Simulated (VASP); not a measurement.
Set up this calculation in VASP 6.6.1, as the native input.

* Task: single point
* Functional: PBEsol
* Potentials or basis: VASP PAW PBE potentials, release 64 (Cu_sv_GW)
* Cutoff: 700 eV
* k mesh: 24 × 24 × 24
* Occupations: gaussian, width 0.15 eV
* Spin: no spin polarisation
* Dipole correction: no
* Second run: valence_matched
* Further INCAR settings: ALGO = Normal; EDIFF = 1e-06; NBANDS = 16

The structure of Cu lies in POSCAR:

```
Cu
1.0
   -1.4211514202      1.4211514202      1.3967226717
    1.4211514202     -1.4211514202      1.3967226717
    1.4211514202      1.4211514202     -1.3967226717
Cu
1
Direct
    0.0000000000      0.0000000000      0.0000000000
```

This cell differs from its parent crystal: strain -0.015 along x and y, +0.015 along z.

These files were run (other wordings do the same):

INCAR

```
SYSTEM = Cu
PREC = Accurate ; ENCUT = 700
EDIFF = 1E-6 ; ISMEAR = 0
SIGMA = 0.15 ; LREAL = .False.
LASPH = .True. ; NELM = 120
ALGO = Normal ; ISIF = 2
LWAVE = .False. ; LCHARG = .False.
GGA = PS ; NBANDS = 16
GGA_COMPAT = .False.
```

KPOINTS

```
Automatic mesh
0
Gamma
  24 24 24
  0 0 0
```

Potentials or basis: VASP PAW PBE potentials, release 64 (Cu_sv_GW).

Run with:

```console
$ cat potpaw_PBE.64/Cu_sv_GW/POTCAR > POTCAR
$ mpirun -np 1 vasp_std > vasp.out
```

Results of the run:

- Pressure: -3.0 GPa

Caveat: the cell differs from its parent crystal (strain -0.015 along x and y, +0.015 along z); the PAW data sets were made with another functional, which shifts forces and pressure a little.

Wall time 86 s on 1 thread of Intel(R) Xeon(R) 6975P-C (Granite Rapids) (shared host), peak memory 0.45 GiB.
